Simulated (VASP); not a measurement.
## PbS: single point with PBE

PbS:

```xyz
2
Lattice="0.0000 2.9650 2.9650 2.9650 0.0000 2.9650 2.9650 2.9650 0.0000" Properties=species:S:1:pos:R:3 pbc="T T T"
Pb    0.0265    0.0265    0.0000
S     2.9650    2.9650    2.9650
```

```json
{
  "Program": "VASP 6.6.1",
  "Task": "single point",
  "Functional": "PBE",
  "Potentials or basis": "VASP PAW PBE potentials, release 64 (Pb_d, S)",
  "Cutoff": "520 eV",
  "k mesh": "10 × 10 × 10",
  "Occupations": "gaussian, width 0.03 eV",
  "Spin": "no spin polarisation",
  "Dipole correction": "no",
  "Further INCAR settings": "ALGO = Normal; EDIFF = 1e-06; NBANDS = 17"
}
```

```yaml
Pressure: 2.2 GPa
Largest_force: 0.022 eV/Å
Band_gap_on_the_k_mesh: 0.36 eV
```

Forces on the atoms (eV/Å):
```
Pb  -0.015 -0.015  0.000
S    0.015  0.015  0.000
```

Levels at points of the mesh, in eV from the valence-band top:
```csv
k point,band 7,band 8,band 9,band 10,band 11,band 12,band 13,band 14
"(0.00, 0.00, 0.00)",-6.03,-2.18,-2.18,-2.18,5.20,5.20,5.21,6.73
"(0.50, 0.00, 0.00)",-8.86,-1.79,-1.79,0.00,0.36,1.96,1.97,8.66
"(0.00, 0.00, 0.50)",-8.85,-1.79,-1.79,-0.02,0.38,1.96,1.96,8.66
"(0.50, 0.50, 0.00)",-7.20,-5.21,-3.45,-3.44,3.84,5.58,5.69,5.70
"(0.00, 0.50, 0.50)",-7.21,-5.20,-3.45,-3.45,3.85,5.58,5.69,5.69
```

Wall time 110 s on 1 thread of Intel Xeon 8259CL, on a shared host, peak memory 0.28 GiB.

Caveat: spin-orbit coupling is left out, which moves the levels of the heavy elements. A k mesh can miss the band edges.
